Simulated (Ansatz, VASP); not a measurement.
# One calculation of KCl, two programs

File INCAR:

```
SYSTEM = KCl
ALGO = Normal
EDIFF = 1E-7
ENCUT = 520
GGA = PE
ISIF = 2
ISMEAR = 0
LASPH = .True.
LCHARG = .False.
LREAL = .False.
LWAVE = .False.
NBANDS = 15
NELM = 100
PREC = Accurate
SIGMA = 0.01
```

Contents of KPOINTS:

```
k-points
0
Gamma
  6 6 6
  0 0 0
```

File POSCAR:

```
KCl
1.0
    0.0000000000      3.2207459733      3.2207459733
    3.2207459733      0.0000000000      3.2207459733
    3.2207459733      3.2207459733      0.0000000000
K Cl
1 1
Direct
    0.0000000000      0.0000000000      0.0000000000
    0.5000000000      0.5000000000      0.5000000000
```

Input for Ansatz:

```yaml
crystal:
  lattice:
    - [0.0, 3.2207459733, 3.2207459733]
    - [3.2207459733, 0.0, 3.2207459733]
    - [3.2207459733, 3.2207459733, 0.0]
  atoms:
    - { symbol: K, position: [0.0, 0.0, 0.0] }
    - { symbol: Cl, position: [0.5, 0.5, 0.5] }
kpoints:
  mp_grid: { grid: [6, 6, 6] }
hamiltonian:
  xc: pbe
scf:
  occupations: { method: fixed }
  n_extra_bands: 4
output:
  forces: true
  stress: true
  eigenvalues: true
```

Alike in both runs: task single point; functional PBE; k mesh 6 × 6 × 6; no spin polarisation.

|  | VASP | Ansatz |
| --- | --- | --- |
| version | VASP 6.6.1 | Ansatz 0.2.0 |
| potentials or method | VASP PAW PBE potentials, release 64 (K_sv, Cl) | plane waves, PAW |
| plane-wave cutoff (eV) | 520 | 420 |
| occupations | gaussian, width 0.01 eV | fixed |
| valence electrons in the cell | 16 | 16 |

|  | VASP | Ansatz | Ansatz less VASP |
| --- | --- | --- | --- |
| gap on the k mesh at the Fermi level (eV) | 4.95 | 4.96 | +0.002 |
| pressure (GPa) | -0.4 | -0.4 | -0.01 |
